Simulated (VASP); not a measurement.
# W: electric field gradients with PBE

W:

```
CELL_PARAMETERS angstrom
-1.58388 1.58388 1.58388
1.58388 -1.58388 1.58388
1.58388 1.58388 -1.58388
ATOMIC_POSITIONS crystal
W 0.00000 0.00000 0.00000
```

This cell differs from its parent crystal: volume scaled by 0.975.

```yaml
Program: VASP 6.6.1
Task: electric field gradients
Functional: PBE
Potentials_or_basis: VASP PAW PBE potentials, release 64 (W_sv)
Cutoff: 520 eV
k_mesh: 14 × 14 × 14
Occupations: fermi-dirac, width 0.03 eV
Spin: no spin polarisation
Dipole_correction: no
Further_INCAR_settings: ALGO = Normal; EDIFF = 1e-08; NBANDS = 13
```

The pressure is 5.8 GPa and the band gap on the k mesh is zero (band 7 reaches 16.54 eV, above the bottom of band 8 at 10.17 eV).

Levels at points of the mesh, in eV from the Fermi level:
| k point | band 3 | band 4 | band 5 | band 6 | band 7 | band 8 | band 9 | band 10 | band 11 | band 12 |
| --- | --- | --- | --- | --- | --- | --- | --- | --- | --- | --- |
| (0.00, 0.00, 0.00) | -37.87 | -37.87 | -9.72 | -1.33 | -1.33 | -1.33 | 2.15 | 2.15 | 14.42 | 14.42 |
| (0.50, 0.00, 0.00) | -38.28 | -37.87 | -6.36 | -3.66 | 0.57 | 2.04 | 3.02 | 6.02 | 10.93 | 11.39 |
| (0.50, 0.50, 0.50) | -38.76 | -38.76 | -5.91 | -5.91 | 5.04 | 5.04 | 5.04 | 8.13 | 8.13 | 8.13 |

Wall time 14 s on 1 thread of Intel(R) Xeon(R) Platinum 8488C (Sapphire Rapids), on a shared host, peak memory 0.14 GiB.

Caveat: without QUAD_EFG the Cq values of the log hold for a quadrupole moment of 1 mb, not for the nuclei; spin-orbit coupling is left out, which moves the levels of the heavy elements.
